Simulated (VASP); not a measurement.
# W12S in VASP: single point with PBE

Aim: the single point of W12S with PBE.

Everything below comes from runs of VASP 6.6.1. Logs are shortened: lines on timing, memory, paths and dates and some standing lists are left out, and cuts for length are marked.

**1. The cell of the first run**

The cell holds a slab with vacuum, 13 atoms: a = 5.709 Å, b = 5.709 Å, c = 19.445 Å, α = 90.00°, β = 90.00°, γ = 90.00°.

**2. Single point, PBE**

INCAR reads:

```
SYSTEM = W12S
  PREC = Accurate
  ENCUT = 520
  EDIFF = 1E-6
  ISMEAR = 0
  SIGMA = 0.1
  LREAL = .FALSE.
  LASPH = .TRUE.
  NELM = 60
  ALGO = Normal
  ISIF = 2
  LWAVE = .FALSE.
  LCHARG = .FALSE.
  LDIPOL = .TRUE.
  IDIPOL = 3
  DIPOL = 0.5 0.5 0.321
  GGA = PE
  NBANDS = 99
```

KPOINTS reads:

```
regular mesh
0
G
  5 5 1
  0 0 0
```

POSCAR reads:

```
W12S
1.0
    5.7094426444      0.0000000000      0.0000000000
    0.0000000000      5.7094426444      0.0000000000
    0.0000000000      0.0000000000     19.4446428403
W S
12 1
Direct
    0.2500000000      0.2500000000      0.2057121868
    0.2500000000      0.7500000000      0.2057121868
    0.7500000000      0.2500000000      0.2057121868
    0.7500000000      0.7500000000      0.2057121868
    0.0000000000      0.0000000000      0.3071173005
    0.0000000000      0.5000000000      0.3071173005
    0.5000000000      0.0000000000      0.3071173005
    0.5000000000      0.5000000000      0.3071173005
    0.2500000000      0.2500000000      0.4085774630
    0.2500000000      0.7500000000      0.4085774630
    0.7500000000      0.2500000000      0.4085774630
    0.7500000000      0.7500000000      0.4085774630
    0.4166666667      0.5000000000      0.4938226300
```

Potentials or basis: VASP PAW PBE potentials, release 64 (W_sv, S).

Started as:

```console
> cat potpaw_PBE.64/W_sv/POTCAR potpaw_PBE.64/S/POTCAR > POTCAR
> mpirun -np 1 vasp_std > vasp.out
```

OUTCAR:

```text
SYSTEM = W12S
   PREC = Accurate
   ENCUT = 520
   EDIFF = 1E-6
   ISMEAR = 0
   LREAL = .FALSE.
   LASPH = .TRUE.
   NELM = 60
   ISIF = 2
   GGA = PE

 ion  position               nearest neighbor table
   1  0.250  0.250  0.206-   5 2.82   6 2.82   7 2.82   8 2.82   2 2.85   3 2.85   2 2.85   3 2.85

   2  0.250  0.750  0.206-   5 2.82   6 2.82   7 2.82   8 2.82   1 2.85   4 2.85   1 2.85   4 2.85

   3  0.750  0.250  0.206-   5 2.82   6 2.82   7 2.82   8 2.82   1 2.85   4 2.85   4 2.85   1 2.85
[... 4 lines left out ...]
                             6 2.85   7 2.85   6 2.85   7 2.85
   6  0.000  0.500  0.307-   1 2.82   2 2.82   3 2.82   4 2.82   9 2.82  10 2.82  11 2.82  12 2.82
                             5 2.85   8 2.85   5 2.85   8 2.85
   7  0.500  0.000  0.307-   1 2.82   2 2.82   3 2.82   4 2.82   9 2.82  10 2.82  11 2.82  12 2.82
                             5 2.85   8 2.85   8 2.85   5 2.85
   8  0.500  0.500  0.307-   1 2.82   2 2.82   3 2.82   4 2.82   9 2.82  10 2.82  11 2.82  12 2.82
                             6 2.85   7 2.85   7 2.85   6 2.85
   9  0.250  0.250  0.409-  13 2.39   6 2.82   7 2.82   8 2.82   5 2.82  11 2.85  10 2.85  10 2.85
                            11 2.85
  10  0.250  0.750  0.409-  13 2.39   6 2.82   7 2.82   8 2.82   5 2.82  12 2.85   9 2.85   9 2.85
                            12 2.85
  11  0.750  0.250  0.409-   5 2.82   6 2.82   7 2.82   8 2.82   9 2.85  12 2.85  12 2.85   9 2.85
                            13 2.90
  12  0.750  0.750  0.409-   5 2.82   6 2.82   7 2.82   8 2.82  10 2.85  11 2.85  11 2.85  10 2.85
                            13 2.90
  13  0.417  0.500  0.494-   9 2.39  10 2.39  11 2.90  12 2.90

  LATTYP: Found a simple tetragonal cell.
 ALAT       =     5.7094426444
 C/A-ratio  =     3.4056989537

  Lattice vectors:

 A1 = (   5.7094426444,   0.0000000000,   0.0000000000)
 A2 = (   0.0000000000,   5.7094426444,   0.0000000000)
 A3 = (   0.0000000000,   0.0000000000,  19.4446428403)

Analysis of symmetry for initial positions (statically):
=====================================================================
 Subroutine PRICEL returns:
 Original cell was already a primitive cell.

 Routine SETGRP: Setting up the symmetry group for a
 simple tetragonal supercell.

 Subroutine GETGRP returns: Found  2 space group operations
 (whereof  2 operations were pure point group operations)
 out of a pool of 16 trial point group operations.

The static configuration has the point symmetry C_1h.

Analysis of symmetry for dynamics (positions and initial velocities):
=====================================================================
 Subroutine PRICEL returns:
[... 137 lines left out ...]
  Fermi-wavevector in a.u.,A,eV,Ry     =   1.063969  2.010609 15.402190  1.132029
  Thomas-Fermi vector in A             =   2.199471
   LORBIT       =      0    0 simple, 1 ext, 2 COOP (PROOUT), +10 PAW based schemes
   GGA     = PE    functional components
   LHFCALC =     F    Hartree Fock is set to
   AEXX    =    0.0000 exact exchange contribution
   IVDW    =     0    specifies the selected vdW correction
   LEPSILON=     F    determine dielectric tensor
   LRPA    =     F    only Hartree local field effects (RPA)
 non-spin polarized calculation
 Gauss-broadening in eV      SIGMA  =   0.10
  energy-cutoff  :      520.00
  volume of cell :      633.85
 maximum number of plane-waves:     17090
   NGX = 21   NGY = 21   NGZ = 73

 dipolmoment           0.000000      0.000000     -0.087181 electrons x Angstroem

 number of electron     174.0000021 magnetization

 dipolmoment           0.000000      0.000000      0.046063 electrons x Angstroem

 Free energy of the ion-electron system (eV)
  ---------------------------------------------------
  ext. energy  EPLUGINS =         0.00000000
  ---------------------------------------------------
  free energy    TOTEN  =      -143.58582888 eV

  energy without entropy =     -143.46988788  energy(sigma->0) =     -143.52785838

 E-fermi :   0.4793     XC(G=0):  -5.5303

 val. band max:        0.4750627629   @ k =  -0.2000   0.4000   0.0000
 cond. band min:       0.4927301328   @ k =   0.0000   0.2000   0.0000
 fundamental gap:      0.0176673699
 Fermi energy:         0.4792600627

 k-point     1 :       0.0000    0.0000    0.0000
  band No.  band energies     occupation
      1     -73.4232      2.00000
      2     -73.3834      2.00000
      3     -73.3616      2.00000
      4     -73.3334      2.00000
      5     -73.3251      2.00000
      6     -73.2911      2.00000
[... 907 lines left out ...]
     98       1.6014      0.00000
     99       1.6606      0.00000

------------------------ aborting loop because EDIFF is reached ----------------------------------------

 vacuum level on the upper side and lower side of the slab       (xc-potential included)         0.035        -0.205

  FORCE on cell =-STRESS in cart. coord.  units (eV):
  Direction    XX          YY          ZZ          XY          YZ          ZX
  --------------------------------------------------------------------------------------
  -------------------------------------------------------------------------------------
  Total      -25.2770343    -23.8919191      2.0583537      0.0000000      0.0000000      2.8629442
  in kB      -63.8924146    -60.3912778      5.2028726      0.0000000      0.0000000      7.2366250
  external PRESSURE =     -39.6936066 kB  Pullay stress =       0.0000000 kB

 VOLUME and BASIS-vectors are now :
 -----------------------------------------------------------------------------
  energy-cutoff  :      520.00
  volume of cell :      633.85
      direct lattice vectors                 reciprocal lattice vectors
     5.709442644  0.000000000  0.000000000     0.175148445  0.000000000  0.000000000
     0.000000000  5.709442644  0.000000000     0.000000000  0.175148445  0.000000000
     0.000000000  0.000000000 19.444642840     0.000000000  0.000000000  0.051428047

 POSITION                                       TOTAL-FORCE (eV/Angst)
 -----------------------------------------------------------------------------------
      1.42736      1.42736      4.00000        -0.023500     -0.040839     -0.005749
      1.42736      4.28208      4.00000        -0.023500      0.040839     -0.005749
      4.28208      1.42736      4.00000        -0.004765     -0.029762     -0.096388
      4.28208      4.28208      4.00000        -0.004765      0.029762     -0.096388
      0.00000      0.00000      5.97179        -0.242470      0.000000     -0.765597
      0.00000      2.85472      5.97179        -0.107742      0.000000      0.174864
      2.85472      0.00000      5.97179         0.146675      0.000000      0.182581
      2.85472      2.85472      5.97179        -0.100041      0.000000     -0.291414
      1.42736      1.42736      7.94464        -0.373716     -0.569369      0.091722
      1.42736      4.28208      7.94464        -0.373716      0.569369      0.091722
      4.28208      1.42736      7.94464        -0.061963      0.226632      0.352813
      4.28208      4.28208      7.94464        -0.061963     -0.226632      0.352813
      2.37893      2.85472      9.60220         1.231468      0.000000      0.014770
 -----------------------------------------------------------------------------------
    total drift:                                0.000074      0.000000      0.000406

  FREE ENERGIE OF THE ION-ELECTRON SYSTEM (eV)
  ---------------------------------------------------
  free  energy   TOTEN  =      -143.5858288770 eV

  energy  without entropy=     -143.4698878843  energy(sigma->0) =     -143.52785838

 vacuum level on the upper side and lower side of the slab         5.262         5.004
```

OSZICAR:

```text
N       E                     dE             d eps       ncg     rms          rms(c)
DAV:   1     0.214731250907E+04    0.21473E+04   -0.10706E+05  2286   0.165E+03
DAV:   2    -0.458854165374E+02   -0.21932E+04   -0.21615E+04  2009   0.509E+02
DAV:   3    -0.148450567389E+03   -0.10257E+03   -0.97498E+02  2177   0.106E+02
[... 24 lines left out ...]
DAV:  28    -0.143585814611E+03   -0.20544E-04   -0.59133E-07  1220   0.241E-03    0.132E-03
DAV:  29    -0.143585823127E+03   -0.85159E-05   -0.26555E-07  1116   0.197E-03    0.693E-04
DAV:  30    -0.143585827348E+03   -0.42211E-05   -0.16386E-07  1084   0.867E-04    0.394E-04
DAV:  31    -0.143585828422E+03   -0.10749E-05   -0.63533E-08  1036   0.496E-04    0.239E-04
DAV:  32    -0.143585828877E+03   -0.45447E-06   -0.56731E-08  1036   0.605E-04
   1 F= -.14358583E+03 E0= -.14352786E+03  d E =-.115941E+00
```

It took 51 min on 1 thread of Intel Xeon 8259CL, shared host; peak memory 0.82 GiB.

Results:

```yaml
Free_energy: -143.5858 eV
Largest_force: 1.232 eV/Å
Band_gap_on_the_k_mesh: zero (bands 87 and 88 overlap by 0.12 eV)
```

Forces in eV/Å, atoms in the order of the input:
```
W   -0.024 -0.041 -0.006
W   -0.024  0.041 -0.006
W   -0.005 -0.030 -0.096
W   -0.005  0.030 -0.096
W   -0.242  0.000 -0.766
W   -0.108  0.000  0.175
W    0.147  0.000  0.183
W   -0.100  0.000 -0.291
W   -0.374 -0.569  0.092
W   -0.374  0.569  0.092
W   -0.062  0.227  0.353
W   -0.062 -0.227  0.353
S    1.231  0.000  0.015
```

Caveat: spin-orbit coupling is left out, which moves the levels of the heavy elements.
